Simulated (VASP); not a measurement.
Bi2Se3:

```xyz
5
Lattice="2.0435 1.1798 9.4163 -2.0435 1.1798 9.4163 0.0000 -2.3596 9.4163" Properties=species:S:1:pos:R:3 pbc="T T T"
Bi    0.0000    0.0000   16.9268
Bi    0.0000    0.0000   11.3222
Se    0.0000    0.0000   22.2687
Se    0.0000    0.0000    5.9803
Se    0.0000    0.0000    0.0000
```

Base run:

- Program: VASP 6.6.1
- Functional: PBE exchange alone
- Potentials or basis: VASP PAW PBE potentials, release 64 (Bi_d, Se)
- Cutoff: 520 eV
- k mesh: 8 × 8 × 8
- Occupations: fermi-dirac, width 0.05 eV
- Spin: no spin polarisation

Its results: band gap on the k mesh 0.26 eV; pressure 15.8 GPa; largest force 0.984 eV/Å.

Problem. The run is repeated on the same cell with these changes: functional from PBE exchange alone to PBEsol. What comes out?

Solution. Band gap on the k mesh 0.10 eV; pressure 2.5 GPa; largest force 0.414 eV/Å.

Caveats: spin-orbit coupling is left out, which moves the levels of the heavy elements; the cell stands under pressure (at least some runs); the PAW data sets were made with another functional, which shifts forces and pressure a little (at least some runs).

A k mesh can miss the band edges.
